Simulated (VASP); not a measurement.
# BN (P6_3mc) in VASP: single point with LDA

Aim: the single point of BN with LDA.

Everything below comes from runs of VASP 6.6.1. Logs are shortened: lines on timing, memory, paths and dates and some standing lists are left out, and cuts for length are marked.

### Step 1. The cell of the first run

It takes space group P6_3mc (No. 186, hexagonal). Conventional cell: a = 2.408 Å, b = 2.408 Å, c = 4.583 Å, α = 90.00°, β = 90.00°, γ = 120.00°. Within 2.0 Å of B (site symmetry 3m) lie 4 N at 1.48 to 1.80 Å. N (site symmetry 3m) has 4 B at 1.48 to 1.80 Å within 2.0 Å.

### Step 2. Single point, LDA (c/a of the conventional cell at fixed volume 1.9028)

File INCAR:

```
PREC     = Accurate       # precision mode
ENCUT    = 520            # plane-wave cutoff, eV
EDIFF    = 1E-7           # SCF threshold, eV
ISMEAR   = 0              # smearing method
SIGMA    = 0.05           # smearing width, eV
LREAL    = False          # projectors in reciprocal space
LASPH    = True           # aspherical terms in the spheres
NELM     = 60             # most SCF steps
ALGO     = Normal         # electronic algorithm
ISIF     = 2              # what is computed and relaxed
LWAVE    = False          # write WAVECAR
LCHARG   = True           # write CHGCAR
LELF     = True           # ELF
LVHAR    = True         
NBANDS   = 16             # bands
```

File KPOINTS:

```
Automatic mesh
0
Gamma
  12 12 6
```

File POSCAR:

```
BN
1.0
    2.4084870044      0.0000000000      0.0000000000
   -1.2042435022      2.0858109305      0.0000000000
    0.0000000000      0.0000000000      4.5828690719
B N
2 2
Direct
    0.6666666667      0.3333333333      1.0176718777
    0.3333333333      0.6666666667      0.5176718777
    0.6666666667      0.3333333333      0.6252912690
    0.3333333333      0.6666666667      0.1252912690
```

Potentials or basis: VASP PAW LDA potentials, release 64 (B, N).

Command:

```
$ cat potpaw_LDA.64/B/POTCAR potpaw_LDA.64/N/POTCAR > POTCAR
$ mpirun -np 1 vasp_std > vasp.out
```

OUTCAR:

```text
PREC = Accurate
   ENCUT = 520
   EDIFF = 1E-7
   ISMEAR = 0
   LREAL = False
   LASPH = True
   NELM = 60
   ISIF = 2

 ion  position               nearest neighbor table
   1  0.667  0.333  0.018-   4 1.48   4 1.48   4 1.48   3 1.80
   2  0.333  0.667  0.518-   3 1.48   3 1.48   3 1.48   4 1.80
   3  0.667  0.333  0.625-   2 1.48   2 1.48   2 1.48   1 1.80
   4  0.333  0.667  0.125-   1 1.48   1 1.48   1 1.48   2 1.80

  LATTYP: Found a hexagonal cell.
 ALAT       =     2.4084870044
 C/A-ratio  =     1.9028000000

  Lattice vectors:

 A1 = (   2.4084870044,   0.0000000000,   0.0000000000)
 A2 = (  -1.2042435022,   2.0858109305,   0.0000000000)
 A3 = (   0.0000000000,   0.0000000000,   4.5828690719)

Analysis of symmetry for initial positions (statically):
=====================================================================
 Subroutine PRICEL returns:
 Original cell was already a primitive cell.

 Routine SETGRP: Setting up the symmetry group for a
 hexagonal supercell.

 Subroutine GETGRP returns: Found 12 space group operations
 (whereof  6 operations were pure point group operations)
 out of a pool of 24 trial point group operations.

The static configuration has the point symmetry C_3v.
 The point group associated with its full space group is C_6v.

Analysis of symmetry for dynamics (positions and initial velocities):
=====================================================================
 Subroutine PRICEL returns:
 Original cell was already a primitive cell.

 Routine SETGRP: Setting up the symmetry group for a
 hexagonal supercell.

 Subroutine GETGRP returns: Found 12 space group operations
 (whereof  6 operations were pure point group operations)
 out of a pool of 24 trial point group operations.

The dynamic configuration has the point symmetry C_3v.
 The point group associated with its full space group is C_6v.

 Subroutine INISYM returns: Found 12 space group operations
 (whereof  6 operations are pure point group operations),
 and found     1 'primitive' translations

----------------------------------------------------------------------------------------

                                     Primitive cell

  volume of cell :      23.0227

  direct lattice vectors                    reciprocal lattice vectors
     2.408487004  0.000000000  0.000000000     0.415198420  0.239714920  0.000000000
    -1.204243502  2.085810931  0.000000000     0.000000000  0.479429840  0.000000000
     0.000000000  0.000000000  4.582869072     0.000000000  0.000000000  0.218203921

  length of vectors
     2.408487004  2.408487004  4.582869072     0.479429840  0.479429840  0.218203921

  position of ions in fractional coordinates (direct lattice)
     0.666666667  0.333333333  0.017671878
     0.333333333  0.666666667  0.517671878
     0.666666667  0.333333333  0.625291269
     0.333333333  0.666666667  0.125291269

  ion indices of the primitive-cell ions
   primitive index   ion index
                 1           1
                 2           2
                 3           3
                 4           4

----------------------------------------------------------------------------------------

 KPOINTS: Automatic mesh

Automatic generation of k-mesh.
 Grid dimensions read from file:
 generate k-points for:   12   12    6

 Generating k-lattice:

  Cartesian coordinates                     Fractional coordinates (reciprocal lattice)
     0.034599868  0.019976243  0.000000000     0.083333333  0.000000000  0.000000000
     0.000000000  0.039952487  0.000000000     0.000000000  0.083333333  0.000000000
     0.000000000  0.000000000  0.036367320     0.000000000  0.000000000  0.166666667

  Length of vectors
     0.039952487  0.039952487  0.036367320

  Shift w.r.t. Gamma in fractional coordinates (k-lattice)
     0.000000000  0.000000000  0.000000000

 Subroutine IBZKPT returns following result:
 ===========================================

 Found     76 irreducible k-points:

 Following reciprocal coordinates:
            Coordinates               Weight
  0.000000  0.000000  0.000000      1.000000
  0.083333  0.000000  0.000000      6.000000
  0.166667  0.000000  0.000000      6.000000
  0.250000  0.000000  0.000000      6.000000
  0.333333  0.000000  0.000000      6.000000
  0.416667  0.000000  0.000000      6.000000
[... 16 lines left out ...]
  0.250000  0.000000  0.166667     12.000000
  0.333333  0.000000  0.166667     12.000000
 [... further k-points ...]
   k-points           NKPTS =     76   k-points in BZ     NKDIM =     76   number of bands    NBANDS=     16
   number of dos      NEDOS =    301   number of ions     NIONS =      4
   total plane-waves  NPLWV =  11664
   dimension x,y,z NGX =    18 NGY =   18 NGZ =   36
   dimension x,y,z NGXF=    36 NGYF=   36 NGZF=   72
   ions per type =               2   2
   NGX,Y,Z   is equivalent  to a cutoff of  12.42, 12.42, 13.06 a.u.
   NGXF,Y,Z  is equivalent  to a cutoff of  24.85, 24.85, 26.12 a.u.
 SYSTEM =  unknown system
   PREC   = accura    normal or accurate (medium, high low for compatibility)
   ISTART =      0    job   : 0-new  1-cont  2-samecut
   ICHARG =      2    charge: 1-file 2-atom 10-const
   ISPIN  =      1    spin polarized calculation?
   LNONCOLLINEAR =      F non collinear calculations
   LSORBIT =      F    spin-orbit coupling
   LASPH  =      T    aspherical Exc in radial PAW
   ENCUT  =  520.0 eV  38.22 Ry    6.18 a.u.   4.48  4.48  8.52*2*pi/ulx,y,z
   NELM   =     60;   NELMIN=  2; NELMDL= -5     # of ELM steps
   EDIFF  = 0.1E-06   stopping-criterion for ELM
   LREAL  =      F    real-space projection
   EDIFFG = 0.1E-05   stopping-criterion for IOM
   NSW    =      0    number of steps for IOM
   IBRION =     -1    ionic relax: 0-MD 1-quasi-New 2-CG
   NFREE  =      0    steps in history (QN), initial steepest desc. (CG)
   ISIF   =      2    stress and relaxation
   ISYM   =      2    0-nonsym 1-usesym 2-fastsym
   POTIM  = 0.5000    time-step for ionic-motion
   TEBEG  =    0.0;   TEEND  =   0.0 temperature during run
   PSTRESS=    0.0 pullay stress
   NELECT =      16.0000    total number of electrons
   NUPDOWN=      -1.0000    fix difference up-down
   EMIN   =  10.00;   EMAX   =-10.00  energy-range for DOS
   EFERMI =   0.00;   METHOD = LEGACY
   ISMEAR =     0;   SIGMA  =   0.05  broadening in eV -4-tet -1-fermi 0-gaus
   EFERMI_NEDOS =   21; number of points for ismear=-14 and -15
   IALGO  =     38    algorithm
   IMIX   =      4    mixing-type and parameters
     AMIX     =   0.40;   BMIX     =  1.00
     AMIX_MAG =   1.60;   BMIX_MAG =  1.00
  volume/ion in A,a.u.               =       5.76        38.84
  Fermi-wavevector in a.u.,A,eV,Ry     =   1.450093  2.740279 28.609928  2.102770
  Thomas-Fermi vector in A             =   2.567745
   LORBIT       =      0    0 simple, 1 ext, 2 COOP (PROOUT), +10 PAW based schemes
   GGA     = CA    functional components
   LHFCALC =     F    Hartree Fock is set to
   AEXX    =    0.0000 exact exchange contribution
   IVDW    =     0    specifies the selected vdW correction
   LEPSILON=     F    determine dielectric tensor
   LRPA    =     F    only Hartree local field effects (RPA)
 non-spin polarized calculation
 Gauss-broadening in eV      SIGMA  =   0.05
  energy-cutoff  :      520.00
  volume of cell :       23.02
 maximum number of plane-waves:       647
 NGX is ok and might be reduce to    18
   NGX =  9   NGY =  9   NGZ = 17

 number of electron      15.9999998 magnetization

 Free energy of the ion-electron system (eV)
  ---------------------------------------------------
  ext. energy  EPLUGINS =         0.00000000
  ---------------------------------------------------
  free energy    TOTEN  =       -37.84266539 eV

  energy without entropy =      -37.84266539  energy(sigma->0) =      -37.84266539

 E-fermi :   7.8475     XC(G=0): -13.1889

 val. band max:        7.6253147753   @ k =   0.0000   0.0000   0.0000
 cond. band min:      12.0225564052   @ k =   0.0000   0.0000   0.0000
 fundamental gap:      4.3972416300
 Fermi energy:         7.8475017573

 k-point     1 :       0.0000    0.0000    0.0000
  band No.  band energies     occupation
      1     -12.8381      2.00000
      2      -9.7835      2.00000
      3      -3.3561      2.00000
      4       6.4991      2.00000
      5       6.4991      2.00000
      6       7.2277      2.00000
[... 8 lines left out ...]
     15      21.3421      0.00000
     16      21.9880      0.00000

 k-point     2 :       0.0833    0.0000    0.0000
  band No.  band energies     occupation
      1     -12.6692      2.00000
      2      -9.6400      2.00000
      3      -3.1741      2.00000
      4       5.7702      2.00000
      5       6.1749      2.00000
      6       6.7887      2.00000
[... 8 lines left out ...]
     15      21.7810      0.00000
     16      21.9165      0.00000

 k-point     3 :       0.1667    0.0000    0.0000
  band No.  band energies     occupation
      1     -12.1673      2.00000
      2      -9.2195      2.00000
      3      -2.6349      2.00000
      4       3.9678      2.00000
      5       5.2888      2.00000
      6       5.4134      2.00000
[... 8 lines left out ...]
     15      22.2421      0.00000
     16      23.1791      0.00000

 k-point     4 :       0.2500    0.0000    0.0000
  band No.  band energies     occupation
      1     -11.3487      2.00000
      2      -8.5613      2.00000
      3      -1.7658      2.00000
      4       1.7464      2.00000
      5       3.3183      2.00000
      6       4.5609      2.00000
[... 8 lines left out ...]
     15      23.5602      0.00000
     16      24.1999      0.00000

 k-point     5 :       0.3333    0.0000    0.0000
  band No.  band energies     occupation
      1     -10.2549      2.00000
      2      -7.7798      2.00000
      3      -0.8042      2.00000
      4      -0.2176      2.00000
      5       1.3074      2.00000
      6       3.8441      2.00000
[... 8 lines left out ...]
     15      23.9923      0.00000
     16      25.0997      0.00000

 k-point     6 :       0.4167    0.0000    0.0000
  band No.  band energies     occupation
      1      -9.0015      2.00000
      2      -7.2217      2.00000
      3      -1.9980      2.00000
      4      -0.5574      2.00000
      5       0.8422      2.00000
      6       3.3791      2.00000
[... 8 lines left out ...]
     15      23.6628      0.00000
     16      26.1384      0.00000
[... 267 lines left out ...]
 k-point    21 :       0.0833    0.0000    0.1667
  band No.  band energies     occupation
      1     -12.5362      2.00000
      2      -9.9893      2.00000
      3      -2.5470      2.00000
      4       5.8166      2.00000
      5       5.8638      2.00000
      6       6.2464      2.00000
[... 8 lines left out ...]
     15      21.9163      0.00000
     16      22.0020      0.00000

 k-point    22 :       0.1667    0.0000    0.1667
  band No.  band energies     occupation
      1     -12.0364      2.00000
      2      -9.5534      2.00000
      3      -2.0342      2.00000
      4       4.0532      2.00000
      5       5.0515      2.00000
      6       5.4920      2.00000
[... 8 lines left out ...]
     15      22.6029      0.00000
     16      23.1358      0.00000

 k-point    23 :       0.2500    0.0000    0.1667
  band No.  band energies     occupation
      1     -11.2222      2.00000
      2      -8.8659      2.00000
      3      -1.2301      2.00000
      4       1.8634      2.00000
      5       3.1308      2.00000
      6       4.6451      2.00000
[... 8 lines left out ...]
     15      23.3348      0.00000
     16      24.0848      0.00000

 k-point    24 :       0.3333    0.0000    0.1667
  band No.  band energies     occupation
      1     -10.1367      2.00000
      2      -8.0301      2.00000
      3      -0.7598      2.00000
      4       0.2936      2.00000
      5       1.1269      2.00000
      6       3.9319      2.00000
[... 8 lines left out ...]
     15      24.2725      0.00000
     16      24.8001      0.00000

 [... further k-points ...]

------------------------ aborting loop because EDIFF is reached ----------------------------------------

  FORCE on cell =-STRESS in cart. coord.  units (eV):
  Direction    XX          YY          ZZ          XY          YZ          ZX
  --------------------------------------------------------------------------------------
  -------------------------------------------------------------------------------------
  Total        8.3747614      8.3747614     -8.1303103      0.0000000      0.0000000      0.0000000
  in kB      582.8091076    582.8091076   -565.7974802      0.0000000      0.0000000      0.0000000
  external PRESSURE =     199.9402450 kB  Pullay stress =       0.0000000 kB

 VOLUME and BASIS-vectors are now :
 -----------------------------------------------------------------------------
  energy-cutoff  :      520.00
  volume of cell :       23.02
      direct lattice vectors                 reciprocal lattice vectors
     2.408487004  0.000000000  0.000000000     0.415198420  0.239714920  0.000000000
    -1.204243502  2.085810931  0.000000000     0.000000000  0.479429840  0.000000000
     0.000000000  0.000000000  4.582869072     0.000000000  0.000000000  0.218203921

 POSITION                                       TOTAL-FORCE (eV/Angst)
 -----------------------------------------------------------------------------------
      1.20424      0.69527      0.08099         0.000000     -0.000000     -0.449034
     -0.00000      1.39054      2.37242        -0.000000     -0.000000     -0.449034
      1.20424      0.69527      2.86563        -0.000000      0.000000      0.449034
     -0.00000      1.39054      0.57419        -0.000000     -0.000000      0.449034
 -----------------------------------------------------------------------------------
    total drift:                               -0.000000     -0.000000      0.000653

  FREE ENERGIE OF THE ION-ELECTRON SYSTEM (eV)
  ---------------------------------------------------
  free  energy   TOTEN  =       -37.8426653854 eV

  energy  without entropy=      -37.8426653854  energy(sigma->0) =      -37.84266539
```

Run time: 11 s. Hardware: 1 thread of AMD EPYC 9R45 (Zen 5), shared host; peak memory 0.1 GiB.

Results:

```yaml
Free_energy: -37.8427 eV
Pressure: 20.0 GPa
Largest_force: 0.449 eV/Å
Band_gap_on_the_k_mesh: 4.40 eV, direct
```

Forces on the atoms (eV/Å):
```
B    0.000  0.000 -0.449
B    0.000  0.000 -0.449
N    0.000  0.000  0.449
N    0.000  0.000  0.449
```

Levels at points of the mesh, in eV from the valence-band top:
| k point | band 6 | band 7 | band 8 | band 9 | band 10 | band 11 |
| --- | --- | --- | --- | --- | --- | --- |
| (0.00, 0.00, 0.00) | -0.40 | 0.00 | 0.00 | 4.40 | 10.25 | 10.25 |
| (0.50, 0.00, 0.00) | -4.41 | -3.41 | -2.83 | 6.75 | 8.18 | 10.23 |
| (0.00, 0.00, 0.50) | -0.60 | -0.60 | -0.60 | 10.15 | 10.15 | 11.25 |
| (0.50, 0.00, 0.50) | -3.69 | -3.44 | -3.44 | 5.66 | 5.66 | 10.36 |

 A k mesh can miss the band edges.
